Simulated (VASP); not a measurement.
Input of a VASP 6.6.1 run:

The input INCAR:

```
PREC = Accurate
ENCUT = 520
EDIFF = 1E-6
ISMEAR = 0
SIGMA = 0.01
LREAL = F
LASPH = T
NELM = 80
ALGO = Normal
ISIF = 2
LWAVE = F
LCHARG = T
GGA = PS
LELF = T
LVHAR = T
NBANDS = 31
```

The input KPOINTS:

```
Automatic mesh
0
Gamma
  3 3 4
```

The input POSCAR:

```
HfO2
1.0
    4.8135330000      0.0000000000      0.0000000000
    0.0000000000      4.8135330000      0.0000000000
    0.0000000000      0.0000000000      3.2054150000
Hf O
2 4
Direct
    0.0000000000      0.0000000000      0.0000000000
    0.5000000000      0.5000000000      0.5000000000
    0.1949550000      0.8050450000      0.5000000000
    0.3050450000      0.3050450000      0.0000000000
    0.6949550000      0.6949550000      0.0000000000
    0.8050450000      0.1949550000      0.5000000000
```

Potentials or basis: VASP PAW PBE potentials, release 64 (Hf_pv, O).

Launch:

```sh
$ cat potpaw_PBE.64/Hf_pv/POTCAR potpaw_PBE.64/O/POTCAR > POTCAR
$ mpirun -np 1 vasp_std > vasp.out
```

Q: Estimate the band gap on the k mesh.

A: 3.87 eV, direct.

Q: What does it give for the pressure?

A: -0.9 GPa.

Q: Estimate the largest force.

A: 0.028 eV/Å.

Stress tensor (GPa, compression positive):
```
-0.67  0.00  0.00
 0.00 -0.67  0.00
 0.00  0.00 -1.23
```

Caveat: the k points lie up to 0.49 Å⁻¹ apart; the PAW data sets were made with another functional, which shifts forces and pressure a little; spin-orbit coupling is left out, which moves the levels of the heavy elements. A k mesh can miss the band edges.
